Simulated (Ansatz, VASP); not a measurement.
**Hg: VASP beside Ansatz**

```xyz
1
Lattice="3.1112 0.0000 0.0000 0.0000 3.1112 0.0000 0.0000 0.0000 3.1112" Properties=species:S:1:pos:R:3 pbc="T T T"
Hg    0.0000    0.0000    0.0000
```

Alike in both runs: functional PBE; k mesh 13 × 13 × 13; occupations fermi-dirac, width 0.05 eV; no spin polarisation.

Ansatz relaxed the structure, and its values are those at the end. VASP's run is a single point on that final structure, the one shown.

|  | VASP | Ansatz |
| --- | --- | --- |
| version | VASP 6.6.1 | Ansatz 0.2.0 |
| potentials or method | VASP PAW PBE potentials, release 64 (Hg) | PAW with Ansatz's default frozen-core files, scalar-relativistic |
| plane-wave cutoff (eV) | 520 | 420 |
| valence electrons in the cell | 12 | 20 |

```tsv
	VASP	Ansatz	Ansatz less VASP
pressure (GPa)	0.2	0.0	-0.16
```

With one functional, cell and mesh, what is left measures potentials, basis and numerics. VASP's potentials hold 12 valence electrons a cell and Ansatz's 20, so a difference there can come from the potentials and not from the codes.

Neither program's run includes spin-orbit coupling.
